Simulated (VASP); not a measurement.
Wanted: the native input for a VASP 6.6.1 run.

```
Task                   : single point
Functional             : PBEsol
Potentials or basis    : VASP PAW PBE potentials, release 64 (Si, Ge_d)
Cutoff                 : 520 eV
k mesh                 : 2 × 2 × 2
Occupations            : gaussian, width 0.05 eV
Spin                   : no spin polarisation
Dipole correction      : no
Further INCAR settings : LREAL = Auto; ALGO = Normal; EDIFF = 1e-07; NBANDS = 53
```

The structure of Si16Ge (a cell with a defect) lies in POSCAR:

```
Si16Ge
1.0
    0.0000000000      5.4300000000      5.4300000000
    5.4300000000      0.0000000000      5.4300000000
    5.4300000000      5.4300000000      0.0000000000
Si Ge
16 1
Direct
    0.0009363654      0.0006419946      0.0007129157
    0.1250274549      0.1249883941      0.1249998074
    0.0009678079      0.0006753608      0.4977047753
    0.1208371572      0.1205325398      0.6293447871
    0.0009441222      0.4977079038      0.0007210607
    0.1208613581      0.6292645742      0.1206240975
   -0.0105715330      0.5035192148      0.5035366151
    0.1208293580      0.6293112912      0.6293559156
    0.4976867749      0.0007555050      0.0008251981
    0.6295826639      0.1204836183      0.1205508011
    0.5038690499     -0.0116544484      0.5038749659
    0.6296154251      0.1204652672      0.6294752295
    0.5038055127      0.5037940068     -0.0114008328
    0.6295910877      0.6294060309      0.1205455857
    0.5038916454      0.5039365031      0.5039082930
    0.6258248448      0.6246633670      0.6249369883
    0.3762556350      0.3744837968      0.3749215269
```

The input as run:

INCAR

```
ALGO = Normal ; EDIFF = 1E-7
ENCUT = 520 ; GGA = PS
ISIF = 2 ; ISMEAR = 0
LASPH = True ; LCHARG = False
LREAL = Auto ; LWAVE = False
NBANDS = 53 ; NELM = 80
PREC = Accurate ; SIGMA = 0.05
```

KPOINTS

```
k-points
0
Gamma
  2 2 2
```

Potentials or basis: VASP PAW PBE potentials, release 64 (Si, Ge_d).

Run with:

```bash
$ cat potpaw_PBE.64/Si/POTCAR potpaw_PBE.64/Ge_d/POTCAR > POTCAR
$ mpirun -np 1 vasp_std > vasp.out
```

Results of the run:

| Property | Result |
| --- | --- |
| Pressure | 4.7 GPa |
| Largest force | 0.019 eV/Å |
| Band gap on the k mesh | zero (band 39 reaches 6.87 eV, above the bottom of band 40 at 6.56 eV) |

Caveat: the k points lie up to 0.50 Å⁻¹ apart; the PAW data sets were made with another functional, which shifts forces and pressure a little.

Run time: 2.7 min on 1 thread of Intel(R) Xeon(R) 6975P-C (Granite Rapids) (shared host), peak memory 0.48 GiB.
